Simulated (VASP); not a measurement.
# Pd (Fm-3m) in VASP: further runs, part 2 of 2

VASP 6.6.1. The steps go on from the part before.

## (4) Single point, PBEsol

This run uses another cell than the first one, of 15.05 Å³/atom, 1.041 times its volume.

INCAR

```
ALGO = Normal
EDIFF = 1E-6
ENCUT = 520
GGA = PS
ISIF = 2
ISMEAR = 1
LASPH = True
LCHARG = False
LREAL = False
LWAVE = False
NBANDS = 11
NELM = 100
PREC = Accurate
SIGMA = 0.15
```

KPOINTS

```
k-points
0
Gamma
  10 10 10
```

POSCAR

```
Pd
1.0
    0.0000000000      1.9593911042      1.9593911042
    1.9593911042      0.0000000000      1.9593911042
    1.9593911042      1.9593911042      0.0000000000
Pd
1
Direct
    0.0000000000      0.0000000000      0.0000000000
```

Potentials or basis: VASP PAW PBE potentials, release 64 (Pd).

On the command line:

```console
$ cat potpaw_PBE.64/Pd/POTCAR > POTCAR
$ mpirun -np 1 vasp_std > vasp.out
```

OUTCAR:

```text
EDIFF = 1E-6
   ENCUT = 520
   GGA = PS
   ISIF = 2
   ISMEAR = 1
   LASPH = True
   LREAL = False
   NELM = 100
   PREC = Accurate

 ion  position               nearest neighbor table
   1  0.000  0.000  0.000-

  LATTYP: Found a face centered cubic cell.
 ALAT       =     3.9187822084

  Lattice vectors:

 A1 = (   0.0000000000,   1.9593911042,   1.9593911042)
 A2 = (   1.9593911042,   0.0000000000,   1.9593911042)
 A3 = (   1.9593911042,   1.9593911042,   0.0000000000)

Analysis of symmetry for initial positions (statically):
=====================================================================
 Subroutine PRICEL returns:
 Original cell was already a primitive cell.

 Routine SETGRP: Setting up the symmetry group for a
 face centered cubic supercell.

 Subroutine GETGRP returns: Found 48 space group operations
[... 9 lines left out ...]

 Routine SETGRP: Setting up the symmetry group for a
 face centered cubic supercell.

 Subroutine GETGRP returns: Found 48 space group operations
[... 11 lines left out ...]
                                     Primitive cell

  volume of cell :      15.0450

  direct lattice vectors                    reciprocal lattice vectors
     0.000000000  1.959391104  1.959391104    -0.255181316  0.255181316  0.255181316
     1.959391104  0.000000000  1.959391104     0.255181316 -0.255181316  0.255181316
     1.959391104  1.959391104  0.000000000     0.255181316  0.255181316 -0.255181316

  length of vectors
     2.770997474  2.770997474  2.770997474     0.441987004  0.441987004  0.441987004

  position of ions in fractional coordinates (direct lattice)
     0.000000000  0.000000000  0.000000000

  ion indices of the primitive-cell ions
   primitive index   ion index
                 1           1

----------------------------------------------------------------------------------------

 KPOINTS: k-points

Automatic generation of k-mesh.
 Grid dimensions read from file:
 generate k-points for:   10   10   10

 Generating k-lattice:

  Cartesian coordinates                     Fractional coordinates (reciprocal lattice)
    -0.025518132  0.025518132  0.025518132     0.100000000  0.000000000  0.000000000
     0.025518132 -0.025518132  0.025518132     0.000000000  0.100000000  0.000000000
     0.025518132  0.025518132 -0.025518132     0.000000000  0.000000000  0.100000000

  Length of vectors
     0.044198700  0.044198700  0.044198700

  Shift w.r.t. Gamma in fractional coordinates (k-lattice)
     0.000000000  0.000000000  0.000000000

 Subroutine IBZKPT returns following result:
 ===========================================

 Found     47 irreducible k-points:

 Following reciprocal coordinates:
            Coordinates               Weight
  0.000000  0.000000  0.000000      1.000000
  0.100000  0.000000  0.000000      8.000000
  0.200000  0.000000  0.000000      8.000000
  0.300000  0.000000  0.000000      8.000000
  0.400000  0.000000  0.000000      8.000000
  0.500000  0.000000  0.000000      4.000000
[... 16 lines left out ...]
  0.300000  0.300000  0.000000      6.000000
  0.400000  0.300000  0.000000     24.000000
 [... further k-points ...]
   k-points           NKPTS =     47   k-points in BZ     NKDIM =     47   number of bands    NBANDS=     11
   number of dos      NEDOS =    301   number of ions     NIONS =      1
   total plane-waves  NPLWV =  13824
   dimension x,y,z NGX =    24 NGY =   24 NGZ =   24
   dimension x,y,z NGXF=    48 NGYF=   48 NGZF=   48
   ions per type =               1
   NGX,Y,Z   is equivalent  to a cutoff of  14.40, 14.40, 14.40 a.u.
   NGXF,Y,Z  is equivalent  to a cutoff of  28.80, 28.80, 28.80 a.u.
 SYSTEM =  unknown system
   PREC   = accura    normal or accurate (medium, high low for compatibility)
   ISTART =      0    job   : 0-new  1-cont  2-samecut
   ICHARG =      2    charge: 1-file 2-atom 10-const
   ISPIN  =      1    spin polarized calculation?
   LNONCOLLINEAR =      F non collinear calculations
   LSORBIT =      F    spin-orbit coupling
   LASPH  =      T    aspherical Exc in radial PAW
   ENCUT  =  520.0 eV  38.22 Ry    6.18 a.u.   5.15  5.15  5.15*2*pi/ulx,y,z
   NELM   =    100;   NELMIN=  2; NELMDL= -5     # of ELM steps
   EDIFF  = 0.1E-05   stopping-criterion for ELM
   LREAL  =      F    real-space projection
   EDIFFG = 0.1E-04   stopping-criterion for IOM
   NSW    =      0    number of steps for IOM
   IBRION =     -1    ionic relax: 0-MD 1-quasi-New 2-CG
   NFREE  =      0    steps in history (QN), initial steepest desc. (CG)
   ISIF   =      2    stress and relaxation
   ISYM   =      2    0-nonsym 1-usesym 2-fastsym
   POTIM  = 0.5000    time-step for ionic-motion
   TEBEG  =    0.0;   TEEND  =   0.0 temperature during run
   PSTRESS=    0.0 pullay stress
   NELECT =      10.0000    total number of electrons
   NUPDOWN=      -1.0000    fix difference up-down
   EMIN   =  10.00;   EMAX   =-10.00  energy-range for DOS
   EFERMI =   0.00;   METHOD = LEGACY
   ISMEAR =     1;   SIGMA  =   0.15  broadening in eV -4-tet -1-fermi 0-gaus
   EFERMI_NEDOS =   21; number of points for ismear=-14 and -15
   IALGO  =     38    algorithm
   IMIX   =      4    mixing-type and parameters
     AMIX     =   0.40;   BMIX     =  1.00
     AMIX_MAG =   1.60;   BMIX_MAG =  1.00
  volume/ion in A,a.u.               =      15.05       101.53
  Fermi-wavevector in a.u.,A,eV,Ry     =   1.428709  2.699868 27.772330  2.041209
  Thomas-Fermi vector in A             =   2.548741
   LORBIT       =      0    0 simple, 1 ext, 2 COOP (PROOUT), +10 PAW based schemes
   GGA     = PS    functional components
   LHFCALC =     F    Hartree Fock is set to
   AEXX    =    0.0000 exact exchange contribution
   IVDW    =     0    specifies the selected vdW correction
   LEPSILON=     F    determine dielectric tensor
   LRPA    =     F    only Hartree local field effects (RPA)
 non-spin polarized calculation
 Methfessel and Paxton  Order N= 1 SIGMA  =   0.15
  energy-cutoff  :      520.00
  volume of cell :       15.05
 maximum number of plane-waves:       414
 NGX is ok and might be reduce to    24
   NGX = 11   NGY = 11   NGZ = 11

 number of electron      10.0000000 magnetization

 number of electron       9.9999999 magnetization

 Free energy of the ion-electron system (eV)
  ---------------------------------------------------
  ext. energy  EPLUGINS =         0.00000000
  ---------------------------------------------------
  free energy    TOTEN  =        -5.96226430 eV

  energy without entropy =       -5.96237358  energy(sigma->0) =       -5.96230072

 E-fermi :   9.2965     XC(G=0): -13.2564

 val. band max:        9.2911022041   @ k =  -0.4000   0.4000   0.0000
 cond. band min:       9.3331770846   @ k =   0.5000   0.2000   0.0000
 fundamental gap:      0.0420748805
 Fermi energy:         9.2965309208

 k-point     1 :       0.0000    0.0000    0.0000
  band No.  band energies     occupation
      1       2.2025      2.00000
      2       6.5295      2.00000
      3       6.5295      2.00000
      4       6.5295      2.00000
      5       8.1093      2.00000
      6       8.1093      2.00000
      7      26.4051      0.00000
      8      31.0603      0.00000
      9      31.0603      0.00000
     10      31.0603      0.00000
     11      35.4523      0.00000

 k-point     2 :       0.1000    0.0000    0.0000
  band No.  band energies     occupation
      1       2.5538      2.00000
      2       6.4139      2.00000
      3       6.6448      2.00000
      4       6.6448      2.00000
      5       8.0595      2.00000
      6       8.0595      2.00000
      7      26.7194      0.00000
      8      29.0888      0.00000
      9      31.4468      0.00000
     10      31.4468      0.00000
     11      35.5766      0.00000

 k-point     3 :       0.2000    0.0000    0.0000
  band No.  band energies     occupation
      1       3.4470      2.00000
      2       6.2940      2.00000
      3       6.8218      2.00000
      4       6.8218      2.00000
      5       8.0914      2.00000
      6       8.0914      2.00000
      7      25.3460      0.00000
      8      27.5943      0.00000
      9      32.3368      0.00000
     10      32.3368      0.00000
     11      34.8397      0.00000
[... 267 lines left out ...]
 k-point    23 :       0.3000    0.3000    0.0000
  band No.  band energies     occupation
      1       4.5594      2.00000
      2       4.9943      2.00000
      3       8.1763      2.00000
      4       8.2525      2.00000
      5       8.2525      2.00000
      6       8.8354      2.00012
      7      25.6410      0.00000
      8      25.6410      0.00000
      9      26.1258      0.00000
     10      29.4047      0.00000
     11      30.8963      0.00000

 k-point    24 :       0.4000    0.3000    0.0000
  band No.  band energies     occupation
      1       4.5752      2.00000
      2       4.8522      2.00000
      3       7.8820      2.00000
      4       8.3725      2.00000
      5       9.2111      1.81205
      6      10.3091     -0.00000
      7      22.7364      0.00000
      8      24.3073      0.00000
      9      24.6586      0.00000
     10      29.8348      0.00000
     11      32.0717      0.00000

 [... further k-points ...]
[... 5 lines left out ...]
  --------------------------------------------------------------------------------------
  -------------------------------------------------------------------------------------
  Total       -0.6357131     -0.6357131     -0.6357131      0.0000000     -0.0000000      0.0000000
  in kB      -67.6983913    -67.6983913    -67.6983913      0.0000000     -0.0000000      0.0000000
  external PRESSURE =     -67.6983913 kB  Pullay stress =       0.0000000 kB

 VOLUME and BASIS-vectors are now :
 -----------------------------------------------------------------------------
  energy-cutoff  :      520.00
  volume of cell :       15.05
      direct lattice vectors                 reciprocal lattice vectors
     0.000000000  1.959391104  1.959391104    -0.255181316  0.255181316  0.255181316
     1.959391104  0.000000000  1.959391104     0.255181316 -0.255181316  0.255181316
     1.959391104  1.959391104  0.000000000     0.255181316  0.255181316 -0.255181316

 POSITION                                       TOTAL-FORCE (eV/Angst)
 -----------------------------------------------------------------------------------
      0.00000      0.00000      0.00000        -0.000000     -0.000000     -0.000000
 -----------------------------------------------------------------------------------
    total drift:                               -0.000000     -0.000000     -0.000000

  FREE ENERGIE OF THE ION-ELECTRON SYSTEM (eV)
  ---------------------------------------------------
  free  energy   TOTEN  =        -5.9622642962 eV

  energy  without entropy=       -5.9623735813  energy(sigma->0) =       -5.96230072
```

stdout:

```text
POSCAR found type information on POSCAR Pd
 POSCAR found :  1 types and       1 ions
 scaLAPACK will be used
 -----------------------------------------------------------------------------
|                                                                             |
|                                                                             |
|     You enforced a specific xc type in the INCAR file but a different       |
|     I HOPE YOU KNOW WHAT YOU ARE DOING!                                     |
|                                                                             |
 -----------------------------------------------------------------------------

 LDA part: xc-table for (Slater+PW92), standard interpolation
 POSCAR, INCAR and KPOINTS ok, starting setup
 FFT: planning ... GRIDC
 FFT: planning ... GRID_SOFT
 FFT: planning ... GRID
 WAVECAR not read
 entering main loop
```

It took 6.6 s on 1 thread of AMD EPYC 7R13 (Zen 3), shared host; peak memory 0.11 GiB.

Results:

```
Free energy            : -5.9623 eV
Pressure               : -6.8 GPa
Band gap on the k mesh : zero (band 5 reaches 9.58 eV, above the bottom of band 6 at 8.06 eV)
```

Caveat: the PAW data sets were made with another functional, which shifts forces and pressure a little.

## (5) Summary

| cell | gap on the mesh (eV) | pressure (GPa) |
| --- | --- | --- |
| a = 2.734 Å, angles 60.0°, 1 atom | none | 0.8 |
| a = 2.753 Å, angles 60.0°, 1 atom | none | -3.2 |
| a = 2.771 Å, angles 60.0°, 1 atom | none | -6.8 |

Alike in all rows: task single point; level PBEsol; potentials or basis VASP PAW PBE potentials, release 64 (Pd); no spin polarisation; k mesh 10 × 10 × 10; cutoff (eV) 520; smearing methfessel-paxton 0.15 eV.

Caveats: the PAW data sets were made with another functional, which shifts forces and pressure a little.

Absolute energies hang on the potentials; compare differences alone.
